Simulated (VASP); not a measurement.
## Sb: relaxation of cell and atoms with B3LYP

Sb:

```
Sb
1.0
     3.12240    0.00000    0.00000
     0.00000    4.34752    0.00000
    -0.03891    0.00000    4.40585
Sb
2
Cartesian
  0.0262 1.0869 1.0625
  3.0573 3.2606 3.3433
```

* Program: VASP 6.6.1
* Task: relaxation of cell and atoms
* Functional: B3LYP
* Potentials or basis: VASP PAW PBE potentials, release 64 (Sb)
* Cutoff: 600 eV
* k mesh: 5 × 3 × 3
* Occupations: fermi-dirac, width 0.05 eV
* Spin: no spin polarisation
* Dipole correction: no
* Grid for exact exchange (PRECFOCK): Normal
* Further INCAR settings: ALGO = Normal; EDIFF = 1e-07; IBRION = 2; EDIFFG = -0.01; NSW = 60; ISIF = 3
* Share of exact exchange: 0.2

* Relaxed volume: 32.98 Å³/atom
* Relaxed cell: a = 3.255 Å, b = 4.391 Å, c = 4.614 Å, α = 90.00°, β = 89.48°, γ = 90.00°
* Space group after relaxing (to 0.1 Å): Pmma (No. 51)
* Energy gained by relaxing: 65.0 meV/atom
* Ionic steps: 21
* Pressure after relaxing: 0.0 GPa
* Largest force after relaxing: 0.005 eV/Å
* Band gap on the k mesh: zero (bands 5 and 6 overlap by 4.95 eV)

Forces on the atoms (eV/Å):
```
Sb   0.004  0.000 -0.003
Sb  -0.004  0.000  0.003
```

Step by step:
```
step  energy change (eV)  largest force (eV/Å)  pressure (GPa)  volume (Å³)
   1              0.0000                0.2250            2.83        59.81
   2             -0.0438                0.2786           -0.89        64.44
   3             -0.0537                0.2614            0.07        62.93
   4             -0.0608                0.3024           -0.14        63.25
   5             -0.0827                0.3782           -0.65        64.23
   6             -0.1147                0.2750           -1.07        66.20
   7             -0.0461                0.6375           -0.15        70.24
   8             -0.1198                0.1405           -0.75        66.77
   9             -0.1261                0.0585           -0.14        66.19
  10             -0.1262                0.0725           -0.05        66.13
  11             -0.1282                0.0785            0.05        66.06
  12             -0.1287                0.0864            0.14        65.98
  13             -0.1297                0.0269           -0.07        66.15
  14             -0.1297                0.0250           -0.09        66.16
  15             -0.1298                0.0222           -0.01        66.04
  16             -0.1299                0.0205            0.04        65.94
  17             -0.1299                0.0166            0.05        65.91
  18             -0.1300                0.0115            0.06        65.86
  19             -0.1300                0.0085           -0.06        66.00
  20             -0.1300                0.0054           -0.03        65.97
  21             -0.1301                0.0046           -0.01        65.95
```

Final structure:
```
Sb
1.0
     3.25466    0.00000    0.02933
     0.00000    4.39145    0.00000
     0.00013    0.00000    4.61442
Sb
2
Direct
  0.99764 0.25000 0.20694
  0.00236 0.75000 0.79306
```

Levels at points of the mesh, in eV from the Fermi level:
| k point | band 3 | band 4 | band 5 | band 6 | band 7 | band 8 |
| --- | --- | --- | --- | --- | --- | --- |
| (0.00, 0.00, 0.00) | -3.70 | -3.69 | 2.26 | 3.05 | 4.10 | 5.46 |

It took 46 min on 1 thread of Intel(R) Xeon(R) 6975P-C (Granite Rapids) (shared host), peak memory 0.18 GiB.

Caveat: the k points lie up to 0.48 Å⁻¹ apart in the final cell, too coarse for converged energies and pressures of a metal; the PAW data sets were made with another functional, which shifts forces and pressure a little; spin-orbit coupling is left out, which moves the levels of the heavy elements.
